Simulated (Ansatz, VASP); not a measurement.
**Tl in VASP and in Ansatz**

The input INCAR:

```
SYSTEM = Tl
PREC = Accurate
ENCUT = 520
EDIFF = 1E-7
ISMEAR = 0
SIGMA = 0.1
LREAL = .False.
LASPH = .True.
NELM = 100
ALGO = Normal
ISIF = 2
LWAVE = .False.
LCHARG = .False.
GGA = PE
NBANDS = 20
```

File KPOINTS:

```
Automatic mesh
0
Gamma
  10 10 6
  0 0 0
```

The input POSCAR:

```
Tl
1.0
    3.5902820628      0.0000000000      0.0000000000
   -1.7951410314      3.1092754731      0.0000000000
    0.0000000000      0.0000000000      5.6419406004
Tl
2
Direct
    0.3333333333      0.6666666667      0.2500000000
    0.6666666667      0.3333333333      0.7500000000
```

Input for Ansatz:

```yaml
crystal:
  lattice:
    - [3.5902820628, 0.0, 0.0]
    - [-1.7951410314, 3.1092754731, 0.0]
    - [0.0, 0.0, 5.6419406004]
  atoms:
    - { symbol: Tl, position: [0.3333333333, 0.6666666667, 0.25] }
    - { symbol: Tl, position: [0.6666666667, 0.3333333333, 0.75] }
hamiltonian:
  xc: pbe
  pseudopotentials:
    kind: paw
    azcp:
      Tl: "pseudopotentials/Tl.paw.azcp"
basis:
  ecutwfc: 420
  fft_grid_basis: typed
kpoints:
  mp_grid: { grid: [10, 10, 6], shift: [0, 0, 0] }
magnetization:
  spin_polarized: false
scf:
  occupations: { method: gaussian, width: 0.1 }
  lower_state_search: "off"
output:
  stress: true
```

Alike in both runs: task single point; functional PBE; k mesh 10 × 10 × 6; occupations gaussian, width 0.1 eV; no spin polarisation.

```csv
,VASP,Ansatz
version,VASP 6.6.1,Ansatz 0.2.0
potentials or method,"VASP PAW PBE potentials, release 64 (Tl_d), cutoff 520 eV","plane waves (420 eV) with PAW, scalar-relativistic"
valence electrons in the cell,26,26
```

```csv
,VASP,Ansatz,Ansatz less VASP
pressure (GPa),-0.1,-0.1,+0.05
"traceless stress, the component that is largest in VASP (GPa)",0.37,0.39,+0.014
```

Spin-orbit coupling is off throughout.
